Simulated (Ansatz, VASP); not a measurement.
# BaZrGe in VASP and in Ansatz

The input POSCAR:

```
BaZrGe
1.0
    4.5523200000      0.0000000000      0.0000000000
    0.0000000000      4.5523200000      0.0000000000
    0.0000000000      0.0000000000      8.0120830000
Zr Ba Ge
2 2 2
Direct
    0.0000000000      0.0000000000      0.0000000000
    0.5000000000      0.5000000000      0.0000000000
    0.5000000000      0.0000000000      0.6680000000
    0.0000000000      0.5000000000      0.3320000000
    0.5000000000      0.0000000000      0.1905000000
    0.0000000000      0.5000000000      0.8095000000
```

Contents of INCAR.step1:

```
SYSTEM = BaZrGe
ALGO     = Normal         ! electronic algorithm
EDIFF    = 1E-4           ! SCF threshold, eV
ENCUT    = 520            ! plane-wave cutoff, eV
GGA      = PE             ! functional
ISMEAR   = 0              ! smearing method
LASPH    = .TRUE.         ! aspherical terms in the spheres
LCHARG   = .FALSE.        ! write CHGCAR
LREAL    = .FALSE.        ! projectors in reciprocal space
LWAVE    = .TRUE.         ! write WAVECAR
NBANDS   = 45             ! bands
NELM     = 80             ! most SCF steps
PREC     = Accurate       ! precision mode
SIGMA    = 0.0174         ! smearing width, eV
```

The input INCAR.step2:

```
SYSTEM = BaZrGe
ALGO     = Normal         ! electronic algorithm
EDIFF    = 1E-6           ! SCF threshold, eV
ENCUT    = 520            ! plane-wave cutoff, eV
ISIF     = 2              ! what is computed and relaxed
ISMEAR   = 0              ! smearing method
ISTART   = 1            
LASPH    = .TRUE.         ! aspherical terms in the spheres
LCHARG   = .FALSE.        ! write CHGCAR
LMIXTAU  = .TRUE.       
LREAL    = .FALSE.        ! projectors in reciprocal space
LWAVE    = .FALSE.        ! write WAVECAR
METAGGA  = R2SCAN         ! meta-GGA
NBANDS   = 45             ! bands
NELM     = 80             ! most SCF steps
PREC     = Accurate       ! precision mode
SIGMA    = 0.0174         ! smearing width, eV
```

Contents of KPOINTS:

```
k-points
0
G
  6 6 3
  0 0 0
```

Input for Ansatz:

```yaml
crystal:
  lattice:
    - [4.55232, 0.0, 0.0]
    - [0.0, 4.55232, 0.0]
    - [0.0, 0.0, 8.012083]
  atoms:
    - { symbol: Zr, position: [0.0, 0.0, 0.0] }
    - { symbol: Zr, position: [0.5, 0.5, 0.0] }
    - { symbol: Ba, position: [0.5, 0.0, 0.668] }
    - { symbol: Ba, position: [0.0, 0.5, 0.332] }
    - { symbol: Ge, position: [0.5, 0.0, 0.1905] }
    - { symbol: Ge, position: [0.0, 0.5, 0.8095] }
  symmetry: { tolerance: 0.0003 }
kpoints:
  mp_grid: { grid: [6, 6, 3], shift: [0, 0, 0] }
  band_path:
    path:
      - [0.0, 0.0, 0.0]
      - [0.0, 0.5, 0.0]
      - [0.5, 0.5, 0.0]
      - [0.0, 0.0, 0.0]
      - [0.0, 0.0, 0.5]
      - [0.0, 0.5, 0.5]
      - [0.5, 0.5, 0.5]
      - [0.0, 0.0, 0.5]
      - [0.0, 0.5, 0.0]
      - [0.0, 0.5, 0.5]
      - [0.5, 0.5, 0.0]
    npoints: 6
magnetization:
  spin_polarized: false
scf:
  occupations: { method: gaussian, width: 0.0174 }
  lower_state_search: "off"
  max_iter: 200
hamiltonian:
  pseudopotentials: { kind: paw }
  xc: r2scan
basis:
  ecutwfc: 500
  fft_grid_basis: typed
output:
  forces: true
  stress: true
  eigenvalues: true
  bader: true
  populations: true
  elf: true
  write_potential: true
  volumetric_format: npy
  dos:
    e_range: [-12, 8]
    de: 0.05
    projected: { site_lists: { Ba: [Ba], Ge: [Ge], Zr: [Zr] } }
checkpoint:
  read: saved_state
```

Alike in both runs: task single point; functional r2SCAN; k mesh 6 × 6 × 3; occupations gaussian, width 0.0174 eV; no spin polarisation.

```csv
,VASP,Ansatz
version,VASP 6.6.1,Ansatz 0.2.0
potentials or method,"VASP PAW PBE potentials, release 64 (Zr_sv, Ba_sv, Ge_d), cutoff 520 eV",PAW plane waves
valence electrons in the cell,72,72
```

Ansatz gave:

| Item | Value |
| --- | --- |
| pressure (GPa) | 6.3 |
| traceless stress, the component that is largest in VASP (GPa) | 1.09 |
| rms of the force components (eV/Å) | 0.421 |

Question: Estimate VASP's values.

Answer: Pressure (GPa): 6.7; traceless stress, the component that is largest in VASP (GPa): 1.20; rms of the force components (eV/Å): 0.442.

VASP's potentials were made for PBE, not for r2SCAN. Atom by atom the forces differ by 0.032 eV/Å (rms over components).

Spin-orbit coupling is off throughout.
